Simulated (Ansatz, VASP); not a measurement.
# Cu: VASP beside Ansatz

POSCAR

```
Cu
1.0
   -1.4427933200      1.4359129128      1.3688674834
    1.4427933200     -1.4496737272      1.3832954166
    1.4427933200      1.4496737272     -1.3832954166
Cu
1
Direct
    0.0000000000      0.0000000000      0.0000000000
```

File INCAR.step1:

```
PREC = Accurate
ENCUT = 520
ISMEAR = 0
SIGMA = 0.15
LREAL = False
LASPH = True
NELM = 80
NBANDS = 12
GGA = PE
ALGO = Normal
EDIFF = 1E-4
LWAVE = True
LCHARG = False
```

File INCAR.step2:

```
PREC = Accurate
ENCUT = 520
EDIFF = 1E-6
ISMEAR = 0
SIGMA = 0.15
LREAL = False
LASPH = True
NELM = 80
ALGO = Normal
ISIF = 2
LWAVE = False
LCHARG = False
METAGGA = R2SCAN
LMIXTAU = True
NBANDS = 12
ISTART = 1
```

Contents of KPOINTS:

```
regular mesh
0
Gamma
  24 24 24
```

Input for Ansatz:

```yaml
crystal:
  lattice:
    - [-1.44279332, 1.4359129128, 1.3688674834]
    - [1.44279332, -1.4496737272, 1.3832954166]
    - [1.44279332, 1.4496737272, -1.3832954166]
  atoms:
    - { symbol: Cu, position: [0.0, 0.0, 0.0] }
basis:
  ecutwfc: 500
kpoints:
  mp_grid: { grid: [24, 24, 24] }
hamiltonian:
  xc: r2scan
scf:
  occupations: { method: gaussian, width: 0.15 }
output:
  forces: true
  stress: true
  eigenvalues: true
```

Change from the starting cell: strain -0.0100 x Voigt [0, 0, 0, 1, 0, 0], atoms carried along.

Alike in both runs: task single point; functional r2SCAN; k mesh 24 × 24 × 24; occupations gaussian, width 0.15 eV; no spin polarisation.

```csv
,VASP,Ansatz
version,VASP 6.6.1,Ansatz 0.2.0
potentials or method,"VASP PAW PBE potentials, release 64 (Cu), cutoff 520 eV","scalar-relativistic, plane waves, PAW"
valence electrons in the cell,11,19
```

```csv
,VASP,Ansatz,Ansatz less VASP
gap on the k mesh at the Fermi level (eV),none,none,-
pressure (GPa),1.0,0.3,-0.69
"traceless stress, the component that is largest in VASP (GPa)",0.91,0.94,+0.029
```

VASP's potentials were made for PBE, not for r2SCAN. A gap of «none» marks a metal or a gap that the smearing closes. With one functional, cell and mesh, what is left measures potentials, basis and numerics. VASP's potentials hold 11 valence electrons a cell and Ansatz's 19, so a difference there can come from the potentials and not from the codes.
